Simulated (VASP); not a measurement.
# N (P6_3/mmc) in VASP: notebook, part 2 of 2

VASP 6.6.1. Earlier steps stand in the parts before.

### Step 3. Single point, LDA, collinear spin, ferromagnetic start (strain +0.015 along x and y, +0.000 along z)

File INCAR:

```
SYSTEM = N
ALGO = Normal
EDIFF = 1E-6
ENCUT = 520
ISIF = 2
ISMEAR = 0
ISPIN = 2
LASPH = .True.
LCHARG = .True.
LELF = .True.
LORBIT = 11
LREAL = .False.
LVHAR = .True.
LWAVE = .False.
MAGMOM = 3.18 3.18
NBANDS = 16
NELM = 150
PREC = Accurate
SIGMA = 0.05
```

File KPOINTS:

```
k-points
0
Gamma
  12 12 6
  0 0 0
```

File POSCAR:

```
N
1.0
    3.6834366744      0.0000000000      0.0000000000
   -1.8417183372      3.1899497332      0.0000000000
    0.0000000000      0.0000000000      5.8900000000
N
2
Direct
    0.3333333333      0.6666666667      0.2500000000
    0.6666666667      0.3333333333      0.7500000000
```

Potentials or basis: VASP PAW LDA potentials, release 64 (N).

Launch:

```bash
> cat potpaw_LDA.64/N/POTCAR > POTCAR
> mpirun -np 1 vasp_std > vasp.out
```

OUTCAR:

```text
SYSTEM = N
   EDIFF = 1E-6
   ENCUT = 520
   ISIF = 2
   ISMEAR = 0
   ISPIN = 2
   LASPH = .True.
   LORBIT = 11
   LREAL = .False.
   NELM = 150
   PREC = Accurate

 ion  position               nearest neighbor table
   1  0.333  0.667  0.250-
   2  0.667  0.333  0.750-

  LATTYP: Found a hexagonal cell.
 ALAT       =     3.6834366744
 C/A-ratio  =     1.5990501590

  Lattice vectors:

 A1 = (   3.6834366744,   0.0000000000,   0.0000000000)
 A2 = (  -1.8417183372,   3.1899497332,   0.0000000000)
 A3 = (   0.0000000000,   0.0000000000,   5.8900000000)

Analysis of symmetry for initial positions (statically):
=====================================================================
 Subroutine PRICEL returns:
 Original cell was already a primitive cell.

 Routine SETGRP: Setting up the symmetry group for a
 hexagonal supercell.

 Subroutine GETGRP returns: Found 24 space group operations
 (whereof 12 operations were pure point group operations)
 out of a pool of 24 trial point group operations.

The static configuration has the point symmetry D_3d.
 The point group associated with its full space group is D_6h.

Analysis of symmetry for dynamics (positions and initial velocities):
=====================================================================
 Subroutine PRICEL returns:
 Original cell was already a primitive cell.

 Routine SETGRP: Setting up the symmetry group for a
 hexagonal supercell.

 Subroutine GETGRP returns: Found 24 space group operations
 (whereof 12 operations were pure point group operations)
 out of a pool of 24 trial point group operations.

The dynamic configuration has the point symmetry D_3d.
 The point group associated with its full space group is D_6h.

[... 153 lines left out ...]

 Free energy of the ion-electron system (eV)
  ---------------------------------------------------
  ext. energy  EPLUGINS =         0.00000000
  ---------------------------------------------------
  free energy    TOTEN  =        -5.89662927 eV

  energy without entropy =       -5.89662927  energy(sigma->0) =       -5.89662927

 E-fermi :  -5.2141     XC(G=0):  -6.0226

 val. band max:       -5.4738292657   @ k =   0.0000   0.0000   0.0000
 cond. band min:      -3.2975563622   @ k =   0.0000   0.0000   0.0000
 fundamental gap:      2.1762729035
 Fermi energy:        -5.2140666642

 spin component 1

 k-point     1 :       0.0000    0.0000    0.0000
  band No.  band energies     occupation
      1     -17.4976      1.00000
      2     -17.1791      1.00000
      3      -6.7342      1.00000
      4      -5.6404      1.00000
      5      -5.6404      1.00000
      6      -5.5084      1.00000
[... 435 lines left out ...]
      5      -6.1147      1.00000
      6      -5.8146      1.00000
[... 8 lines left out ...]
     15      11.6625      0.00000
     16      11.7456      0.00000

 [... further k-points ...]

 spin component 2

 k-point     1 :       0.0000    0.0000    0.0000
  band No.  band energies     occupation
      1     -13.4784      1.00000
      2     -12.9894      1.00000
      3      -3.2976      0.00000
      4      -1.4687      0.00000
      5      -1.4687      0.00000
      6      -1.2699      0.00000
[... 435 lines left out ...]
      5      -2.2804      0.00000
      6      -1.7570      0.00000
[... 8 lines left out ...]
     15      12.9495      0.00000
     16      13.3201      0.00000

 [... further k-points ...]

------------------------ aborting loop because EDIFF is reached ----------------------------------------

  FORCE on cell =-STRESS in cart. coord.  units (eV):
  Direction    XX          YY          ZZ          XY          YZ          ZX
  --------------------------------------------------------------------------------------
  -------------------------------------------------------------------------------------
  Total       -0.1780177     -0.1780177     -0.1697748      0.0000000      0.0000000      0.0000000
  in kB       -4.1211796     -4.1211796     -3.9303526      0.0000000      0.0000000      0.0000000
  external PRESSURE =      -4.0575706 kB  Pullay stress =       0.0000000 kB

 VOLUME and BASIS-vectors are now :
 -----------------------------------------------------------------------------
  energy-cutoff  :      520.00
  volume of cell :       69.21
      direct lattice vectors                 reciprocal lattice vectors
     3.683436674  0.000000000  0.000000000     0.271485596  0.156742282  0.000000000
    -1.841718337  3.189949733  0.000000000     0.000000000  0.313484564  0.000000000
     0.000000000  0.000000000  5.890000000     0.000000000  0.000000000  0.169779287

 POSITION                                       TOTAL-FORCE (eV/Angst)
 -----------------------------------------------------------------------------------
     -0.00000      2.12663      1.47250        -0.000000     -0.000000     -0.000000
      1.84172      1.06332      4.41750         0.000000      0.000000      0.000000
 -----------------------------------------------------------------------------------
    total drift:                               -0.000000      0.000000      0.000000

  FREE ENERGIE OF THE ION-ELECTRON SYSTEM (eV)
  ---------------------------------------------------
  free  energy   TOTEN  =        -5.8966292665 eV

  energy  without entropy=       -5.8966292665  energy(sigma->0) =       -5.89662927

 total charge

# of ion       s       p       d       tot
------------------------------------------
    1        1.352   1.888   0.000   3.240
    2        1.352   1.888   0.000   3.240
--------------------------------------------------
tot          2.705   3.775   0.000   6.480

 magnetization (x)

# of ion       s       p       d       tot
------------------------------------------
    1        0.037   1.887   0.000   1.924
    2        0.037   1.887   0.000   1.924
--------------------------------------------------
tot          0.074   3.775   0.000   3.849
```

OSZICAR:

```text
N       E                     dE             d eps       ncg     rms          rms(c)
DAV:   1     0.427790148171E+02    0.42779E+02   -0.39486E+03  4872   0.483E+02
DAV:   2    -0.225582799309E+01   -0.45035E+02   -0.38075E+02  7112   0.105E+02
DAV:   3    -0.579331319272E+01   -0.35375E+01   -0.35231E+01  5680   0.297E+01
DAV:   4    -0.581190589868E+01   -0.18593E-01   -0.18592E-01  5920   0.271E+00
DAV:   5    -0.581201467530E+01   -0.10878E-03   -0.10878E-03  5720   0.193E-01    0.185E+00
DAV:   6    -0.585572835140E+01   -0.43714E-01   -0.59526E-02  4968   0.143E+00    0.848E-01
DAV:   7    -0.589005123913E+01   -0.34323E-01   -0.35938E-02  4928   0.121E+00    0.355E-01
DAV:   8    -0.589607308258E+01   -0.60218E-02   -0.14185E-03  5352   0.245E-01    0.190E-01
DAV:   9    -0.589657915710E+01   -0.50607E-03   -0.92460E-05  5336   0.623E-02    0.894E-02
DAV:  10    -0.589661494966E+01   -0.35793E-04   -0.14797E-05  5104   0.245E-02    0.147E-02
DAV:  11    -0.589662847028E+01   -0.13521E-04   -0.48787E-06  4976   0.105E-02    0.388E-03
DAV:  12    -0.589662926653E+01   -0.79626E-06   -0.76800E-07  5088   0.415E-03
   1 F= -.58966293E+01 E0= -.58966293E+01  d E =-.612740E-16  mag=     6.0000
```

It took 90 s on 1 thread of Intel Xeon 6975P-C, shared host; peak memory 0.23 GiB.

What came out:

* Free energy: -5.8966 eV
* Pressure: -0.4 GPa
* Band gap on the k mesh: 2.18 eV, direct
* Net moment: 6.00 μB per cell
* Site moments: N +1.92 μB
* Valence electrons inside the program's atomic spheres: N 3.24

Levels at points of the mesh, in eV from the valence-band top:
Spin up:
```tsv
k point	band 4	band 5	band 6	band 7	band 8	band 9	band 10	band 11	band 12	band 13
(0.00, 0.00, 0.00)	-0.17	-0.17	-0.03	-0.03	0.00	6.79	10.53	10.98	16.92	16.92
(0.50, 0.00, 0.00)	-0.86	-0.65	-0.41	-0.28	-0.14	10.25	10.40	11.61	12.49	13.52
(0.00, 0.00, 0.50)	-0.68	-0.10	-0.10	-0.10	-0.10	8.11	8.11	14.16	14.16	17.18
(0.50, 0.00, 0.50)	-1.17	-0.28	-0.28	-0.27	-0.27	10.50	10.50	11.51	11.51	14.66
```
Spin down:
| k point | band 1 | band 2 | band 3 | band 4 | band 5 |
| --- | --- | --- | --- | --- | --- |
| (0.00, 0.00, 0.00) | -8.00 | -7.52 | 2.18 | 4.01 | 4.01 |
| (0.50, 0.00, 0.00) | -7.55 | -7.40 | 2.35 | 2.83 | 3.19 |
| (0.00, 0.00, 0.50) | -7.77 | -7.77 | 3.07 | 3.07 | 4.10 |
| (0.50, 0.00, 0.50) | -7.48 | -7.48 | 2.32 | 2.32 | 3.81 |

Caveat: the cell differs from its parent crystal (strain +0.015 along x and y, +0.000 along z). A k mesh can miss the band edges.
